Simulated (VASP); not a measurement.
# RbBr (Fm-3m) in VASP: further runs, part 2 of 2

VASP 6.6.1. Earlier steps stand in the parts before.

**4. Relaxation of cell and atoms, r2SCAN**

This run uses another cell than the first one, of 40.25 Å³/atom, 0.970 times its volume.

POSCAR

```
RbBr
1.0
    0.0000000000      3.4270000000      3.4270000000
    3.4270000000      0.0000000000      3.4270000000
    3.4270000000      3.4270000000      0.0000000000
Rb Br
1 1
Direct
    0.0000000000      0.0000000000      0.0000000000
    0.5000000000      0.5000000000      0.5000000000
```

INCAR.step1

```
SYSTEM = RbBr
  PREC = Accurate
  ENCUT = 600
  ISMEAR = -1
  SIGMA = 0.08
  LREAL = .False.
  LASPH = .True.
  NELM = 80
  GGA = PE
  ALGO = Normal
  EDIFF = 1E-4
  LWAVE = .True.
  LCHARG = .False.
```

INCAR.step2

```
SYSTEM = RbBr
  PREC = Accurate
  ENCUT = 600
  EDIFF = 1E-6
  ISMEAR = -1
  SIGMA = 0.08
  LREAL = .False.
  LASPH = .True.
  NELM = 80
  ALGO = Normal
  ISIF = 3
  LWAVE = .False.
  LCHARG = .False.
  METAGGA = R2SCAN
  LMIXTAU = .True.
  IBRION = 2
  NSW = 100
  EDIFFG = -0.002
  ISTART = 1
```

KPOINTS

```
regular mesh
0
Gamma
  10 10 10
  0 0 0
```

Potentials or basis: VASP PAW PBE potentials, release 64 (Rb_sv, Br).

Launch:

```bash
$ cat potpaw_PBE.64/Rb_sv/POTCAR potpaw_PBE.64/Br/POTCAR > POTCAR
$ cp INCAR.step1 INCAR
$ mpirun -np 1 vasp_std > vasp.out
$ cp INCAR.step2 INCAR
$ mpirun -np 1 vasp_std > vasp.out
```

OUTCAR:

```text
SYSTEM = RbBr
   PREC = Accurate
   ENCUT = 600
   EDIFF = 1E-6
   ISMEAR = -1
   LREAL = .False.
   LASPH = .True.
   NELM = 80
   ISIF = 3
   METAGGA = R2SCAN
   IBRION = 2
   NSW = 100
   EDIFFG = -0.002
   ISTART = 1

 ion  position               nearest neighbor table
   1  0.000  0.000  0.000-   2 3.43   2 3.43   2 3.43   2 3.43   2 3.43   2 3.43
   2  0.500  0.500  0.500-   1 3.43   1 3.43   1 3.43   1 3.43   1 3.43   1 3.43

  LATTYP: Found a face centered cubic cell.
 ALAT       =     6.8540000000

  Lattice vectors:

 A1 = (   0.0000000000,   3.4270000000,   3.4270000000)
 A2 = (   3.4270000000,   0.0000000000,   3.4270000000)
 A3 = (   3.4270000000,   3.4270000000,   0.0000000000)

Analysis of symmetry for initial positions (statically):
=====================================================================
 Subroutine PRICEL returns:
 Original cell was already a primitive cell.

 Routine SETGRP: Setting up the symmetry group for a
 face centered cubic supercell.

 Subroutine GETGRP returns: Found 48 space group operations
[... 9 lines left out ...]

 Routine SETGRP: Setting up the symmetry group for a
 face centered cubic supercell.

 Subroutine GETGRP returns: Found 48 space group operations
[... 11 lines left out ...]
                                     Primitive cell

  volume of cell :      80.4956

  direct lattice vectors                    reciprocal lattice vectors
     0.000000000  3.427000000  3.427000000    -0.145900204  0.145900204  0.145900204
     3.427000000  0.000000000  3.427000000     0.145900204 -0.145900204  0.145900204
     3.427000000  3.427000000  0.000000000     0.145900204  0.145900204 -0.145900204

  length of vectors
     4.846509878  4.846509878  4.846509878     0.252706567  0.252706567  0.252706567

  position of ions in fractional coordinates (direct lattice)
     0.000000000  0.000000000  0.000000000
     0.500000000  0.500000000  0.500000000

  ion indices of the primitive-cell ions
   primitive index   ion index
                 1           1
                 2           2

----------------------------------------------------------------------------------------

 KPOINTS: regular mesh

Automatic generation of k-mesh.
 Grid dimensions read from file:
 generate k-points for:   10   10   10

 Generating k-lattice:

  Cartesian coordinates                     Fractional coordinates (reciprocal lattice)
    -0.014590020  0.014590020  0.014590020     0.100000000  0.000000000  0.000000000
     0.014590020 -0.014590020  0.014590020     0.000000000  0.100000000  0.000000000
     0.014590020  0.014590020 -0.014590020     0.000000000  0.000000000  0.100000000

  Length of vectors
     0.025270657  0.025270657  0.025270657

  Shift w.r.t. Gamma in fractional coordinates (k-lattice)
     0.000000000  0.000000000  0.000000000

 Subroutine IBZKPT returns following result:
 ===========================================

 Found     47 irreducible k-points:

 Following reciprocal coordinates:
            Coordinates               Weight
  0.000000  0.000000  0.000000      1.000000
  0.100000  0.000000  0.000000      8.000000
  0.200000  0.000000  0.000000      8.000000
  0.300000  0.000000  0.000000      8.000000
  0.400000  0.000000  0.000000      8.000000
  0.500000  0.000000  0.000000      4.000000
[... 16 lines left out ...]
  0.300000  0.300000  0.000000      6.000000
  0.400000  0.300000  0.000000     24.000000
 [... further k-points ...]
   k-points           NKPTS =     47   k-points in BZ     NKDIM =     47   number of bands    NBANDS=     12
   number of dos      NEDOS =    301   number of ions     NIONS =      2
   total plane-waves  NPLWV =  64000
   dimension x,y,z NGX =    40 NGY =   40 NGZ =   40
   dimension x,y,z NGXF=    80 NGYF=   80 NGZF=   80
   ions per type =               1   1
   NGX,Y,Z   is equivalent  to a cutoff of  13.72, 13.72, 13.72 a.u.
   NGXF,Y,Z  is equivalent  to a cutoff of  27.44, 27.44, 27.44 a.u.
 SYSTEM =  RbBr
   PREC   = accura    normal or accurate (medium, high low for compatibility)
   ISTART =      1    job   : 0-new  1-cont  2-samecut
   ICHARG =      0    charge: 1-file 2-atom 10-const
   ISPIN  =      1    spin polarized calculation?
   LNONCOLLINEAR =      F non collinear calculations
   LSORBIT =      F    spin-orbit coupling
   LASPH  =      T    aspherical Exc in radial PAW
   ENCUT  =  600.0 eV  44.10 Ry    6.64 a.u.   9.68  9.68  9.68*2*pi/ulx,y,z
   NELM   =     80;   NELMIN=  2; NELMDL=  0     # of ELM steps
   EDIFF  = 0.1E-05   stopping-criterion for ELM
   LREAL  =      F    real-space projection
   EDIFFG = -.2E-02   stopping-criterion for IOM
   NSW    =    100    number of steps for IOM
   IBRION =      2    ionic relax: 0-MD 1-quasi-New 2-CG
   NFREE  =      1    steps in history (QN), initial steepest desc. (CG)
   ISIF   =      3    stress and relaxation
   ISYM   =      2    0-nonsym 1-usesym 2-fastsym
   POTIM  = 0.5000    time-step for ionic-motion
   TEBEG  =    0.0;   TEEND  =   0.0 temperature during run
   PSTRESS=    0.0 pullay stress
   NELECT =      16.0000    total number of electrons
   NUPDOWN=      -1.0000    fix difference up-down
   EMIN   =  10.00;   EMAX   =-10.00  energy-range for DOS
   EFERMI =   0.00;   METHOD = LEGACY
   ISMEAR =    -1;   SIGMA  =   0.08  broadening in eV -4-tet -1-fermi 0-gaus
   EFERMI_NEDOS =   21; number of points for ismear=-14 and -15
   IALGO  =     38    algorithm
   IMIX   =      4    mixing-type and parameters
     AMIX     =   0.40;   BMIX     =  1.00
     AMIX_MAG =   1.60;   BMIX_MAG =  1.00
  volume/ion in A,a.u.               =      40.25       271.61
  Fermi-wavevector in a.u.,A,eV,Ry     =   0.955412  1.805467 12.419564  0.912812
  Thomas-Fermi vector in A             =   2.084247
   LORBIT       =      0    0 simple, 1 ext, 2 COOP (PROOUT), +10 PAW based schemes
   METAGGA = R2SCAN    functional components
   LHFCALC =     F    Hartree Fock is set to
   AEXX    =    0.0000 exact exchange contribution
   IVDW    =     0    specifies the selected vdW correction
   LEPSILON=     F    determine dielectric tensor
   LRPA    =     F    only Hartree local field effects (RPA)
 conjugate gradient relaxation of ions
 non-spin polarized calculation
  energy-cutoff  :      600.00
  volume of cell :       80.50
 maximum number of plane-waves:      2733
   NGX = 19   NGY = 19   NGZ = 19

--------------------------------------- Ionic step        1  -------------------------------------------

 number of electron      16.0000001 magnetization

 Free energy of the ion-electron system (eV)
  ---------------------------------------------------
  ext. energy  EPLUGINS =         0.00000000
  ---------------------------------------------------
  free energy    TOTEN  =       -31.15208867 eV

  energy without entropy =      -31.15208867  energy(sigma->0) =      -31.15208867

------------------------ aborting loop because EDIFF is reached ----------------------------------------

  FORCE on cell =-STRESS in cart. coord.  units (eV):
  Direction    XX          YY          ZZ          XY          YZ          ZX
  --------------------------------------------------------------------------------------
  -------------------------------------------------------------------------------------
  Total        0.2471726      0.2471726      0.2471726      0.0000000      0.0000000      0.0000000
  in kB        4.9196992      4.9196992      4.9196992      0.0000000      0.0000000      0.0000000
  external PRESSURE =       4.9196992 kB  Pullay stress =       0.0000000 kB
[... 201 lines left out ...]
  energy  without entropy=      -31.1559842311  energy(sigma->0) =      -31.15598423

--------------------------------------- Ionic step        7  -------------------------------------------

 number of electron      15.9999999 magnetization

 Free energy of the ion-electron system (eV)
  ---------------------------------------------------
  ext. energy  EPLUGINS =         0.00000000
  ---------------------------------------------------
  free energy    TOTEN  =       -31.15598688 eV

  energy without entropy =      -31.15598688  energy(sigma->0) =      -31.15598688

 E-fermi :  -0.4362     XC(G=0):  -7.4926

 val. band max:       -2.2770080352   @ k =   0.0000   0.0000   0.0000
 cond. band min:       2.6083325366   @ k =   0.0000   0.0000   0.0000
 fundamental gap:      4.8853405718
 Fermi energy:        -0.4362186828

 k-point     1 :       0.0000    0.0000    0.0000
  band No.  band energies     occupation
      1     -27.5020      2.00000
      2     -14.8583      2.00000
      3     -11.0287      2.00000
      4     -11.0287      2.00000
      5     -11.0287      2.00000
      6      -2.2770      2.00000
      7      -2.2770      2.00000
      8      -2.2770      2.00000
      9       2.6083      0.00000
     10       5.5965      0.00000
     11       5.5965      0.00000
     12       5.5965      0.00000
[... 331 lines left out ...]
 k-point    24 :       0.4000    0.3000    0.0000
  band No.  band energies     occupation
      1     -27.4936      2.00000
      2     -14.8386      2.00000
      3     -11.0998      2.00000
      4     -11.0752      2.00000
      5     -11.0706      2.00000
      6      -2.8578      2.00000
      7      -2.4615      2.00000
      8      -2.4328      2.00000
      9       4.1825      0.00000
     10       4.8865      0.00000
     11       7.5519      0.00000
     12       7.7329      0.00000

 [... further k-points ...]

------------------------ aborting loop because EDIFF is reached ----------------------------------------

  FORCE on cell =-STRESS in cart. coord.  units (eV):
  Direction    XX          YY          ZZ          XY          YZ          ZX
  --------------------------------------------------------------------------------------
  -------------------------------------------------------------------------------------
  Total        0.0025439      0.0025439      0.0025439      0.0000000      0.0000000     -0.0000000
  in kB        0.0490211      0.0490211      0.0490211      0.0000000      0.0000000     -0.0000000
  external PRESSURE =       0.0490211 kB  Pullay stress =       0.0000000 kB
[... 17 lines left out ...]
  FREE ENERGIE OF THE ION-ELECTRON SYSTEM (eV)
  ---------------------------------------------------
  free  energy   TOTEN  =       -31.1559868792 eV

  energy  without entropy=      -31.1559868791  energy(sigma->0) =      -31.15598688

 reached required accuracy - stopping structural energy minimisation
```

It took 24 min on 1 thread of Oxide Virtual Turin-like, shared host; peak memory 0.27 GiB.

What came out:

| Item | Value |
| --- | --- |
| Free energy | -31.1560 eV |
| Relaxed volume | 41.57 Å³/atom |
| Relaxed cell | a = 4.899 Å, b = 4.899 Å, c = 4.899 Å, α = 60.00°, β = 60.00°, γ = 60.00° |
| Space group after relaxing (to 0.05 Å) | Fm-3m (No. 225) |
| Energy gained by relaxing | 1.9 meV/atom |
| Ionic steps | 7 |
| Pressure after relaxing | 0.0 GPa |
| Band gap on the k mesh | 4.89 eV, direct |

Step by step:
| step | energy change (eV) | largest force (eV/Å) | pressure (GPa) | volume (Å³) |
| --- | --- | --- | --- | --- |
| 1 | 0.0000 | 0.0000 | 0.49 | 80.50 |
| 2 | -0.0031 | 0.0000 | 0.20 | 81.94 |
| 3 | -0.0039 | 0.0000 | 0.02 | 83.00 |
| 4 | -0.0039 | 0.0000 | 0.02 | 83.11 |
| 5 | -0.0039 | 0.0000 | -0.04 | 83.31 |
| 6 | -0.0039 | 0.0000 | -0.01 | 83.19 |
| 7 | -0.0039 | 0.0000 | 0.00 | 83.14 |

Final structure:
```
CELL_PARAMETERS angstrom
0.00000 3.46419 3.46419
3.46419 0.00000 3.46419
3.46419 3.46419 0.00000
ATOMIC_POSITIONS crystal
Rb 0.00000 0.00000 0.00000
Br 0.50000 0.50000 0.50000
```

Levels at points of the mesh, in eV from the valence-band top:
```csv
k point,band 5,band 6,band 7,band 8,band 9,band 10,band 11,band 12
"(0.00, 0.00, 0.00)",-8.75,0.00,0.00,0.00,4.89,7.87,7.87,7.87
"(0.50, 0.00, 0.00)",-8.71,-0.92,-0.32,-0.32,7.21,8.16,10.13,10.13
"(0.50, 0.50, 0.00)",-8.81,-0.47,-0.16,-0.16,6.10,7.82,9.55,9.99
```

Caveat: the PAW data sets were made with another functional, which shifts forces and pressure a little.

**5. Summary**

```tsv
task	cell	k mesh	cutoff (eV)	smearing	gap on the mesh (eV)	pressure (GPa)
single point	a = 4.896 Å, angles 60.0°, 2 atoms	6 × 6 × 6	520	gaussian 0.01 eV	4.89	0.0
single point	a = 4.896 Å, angles 60.0°, 2 atoms	10 × 10 × 10	520	fermi-dirac 0.08 eV	4.89	0.0
relaxation of cell and atoms	relaxed from a = 4.847 Å, angles 60.0°, 2 atoms	10 × 10 × 10	600	fermi-dirac 0.08 eV	4.89	0.0
```

Alike in all rows: level r2SCAN; potentials or basis VASP PAW PBE potentials, release 64 (Rb_sv, Br); no spin polarisation.

Caveats: the PAW data sets were made with another functional, which shifts forces and pressure a little.

Total energies depend on the potentials used, so only differences within one code and one set of settings carry meaning.
